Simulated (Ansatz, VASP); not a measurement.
# HfN in VASP and in Ansatz

```xyz
2
Lattice="0.0000 2.3876 2.3307 2.3876 0.0000 2.3307 2.3876 2.3876 0.0000" Properties=species:S:1:pos:R:3 pbc="T T T"
Hf    0.0000    0.0000    0.0000
N     2.3876    2.3876    2.3307
```

Change from the starting cell: strain +0.050 along x and y, +0.025 along z, atoms carried along.

Alike in both runs: task single point; functional PBE; k mesh 22 × 22 × 22; occupations gaussian, width 0.15 eV; no spin polarisation.

```csv
,VASP,Ansatz
version,VASP 6.6.1,Ansatz 0.2.0
potentials or method,"VASP PAW PBE potentials, release 64 (Hf_pv, N), cutoff 520 eV","scalar-relativistic, plane waves, PAW"
valence electrons in the cell,15,31
```

```tsv
	VASP	Ansatz	Ansatz less VASP
gap on the k mesh at the Fermi level (eV)	none	none	-
pressure (GPa)	-26.3	-24.5	+1.85
traceless stress, the component that is largest in VASP (GPa)	3.82	3.94	+0.118
```

A gap of «none» marks a metal or a gap that the smearing closes. With one functional, cell and mesh, what is left measures potentials, basis and numerics. VASP's potentials hold 15 valence electrons a cell and Ansatz's 31, so a difference there can come from the potentials and not from the codes.

Spin-orbit coupling is off throughout.
